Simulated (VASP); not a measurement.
Set up this calculation in VASP 6.6.1, as the native input.

| Item | Value |
| --- | --- |
| Task | single point |
| Functional | PBE |
| Potentials or basis | VASP PAW PBE potentials, release 64 (Cs_sv, Zn) |
| Cutoff | 520 eV |
| k mesh | 6 × 6 × 6 |
| Occupations | gaussian, width 0.1 eV |
| Spin | no spin polarisation |
| Dipole correction | no |
| Further INCAR settings | ALGO = Fast; EDIFF = 1e-06; NBANDS = 22 |

The structure of Cs2Zn lies in POSCAR:

```
Cs2Zn
1.0
    5.7772782763      0.0000000000      0.0000000000
   -2.8886391382      5.0032697521      0.0000000000
    0.0000000000      0.0000000000      3.6725612076
Cs Zn
2 1
Direct
    0.3333333333      0.6666666667      0.5000000000
    0.6666666667      0.3333333333      0.5000000000
    0.0000000000      0.0000000000      0.0000000000
```

One way to write it, as run:

INCAR

```
SYSTEM = Cs2Zn
ALGO = Fast
EDIFF = 1E-6
ENCUT = 520
GGA = PE
ISIF = 2
ISMEAR = 0
LASPH = .TRUE.
LCHARG = .FALSE.
LREAL = .FALSE.
LWAVE = .FALSE.
NBANDS = 22
NELM = 60
PREC = Accurate
SIGMA = 0.1
```

KPOINTS

```
k-points
0
G
  6 6 6
  0 0 0
```

Potentials or basis: VASP PAW PBE potentials, release 64 (Cs_sv, Zn).

The run is started by

```console
$ cat potpaw_PBE.64/Cs_sv/POTCAR potpaw_PBE.64/Zn/POTCAR > POTCAR
$ mpirun -np 1 vasp_std > vasp.out
```

Results of the run:

```yaml
Pressure: 5.5 GPa
Band_gap_on_the_k_mesh: zero (bands 15 and 16 overlap by 1.14 eV)
```

Caveat: the cell stands under pressure; spin-orbit coupling is left out, which moves the levels of the heavy elements.

It took 29 s on 1 thread of Intel(R) Xeon(R) 6975P-C (Granite Rapids) (shared host), peak memory 0.26 GiB.
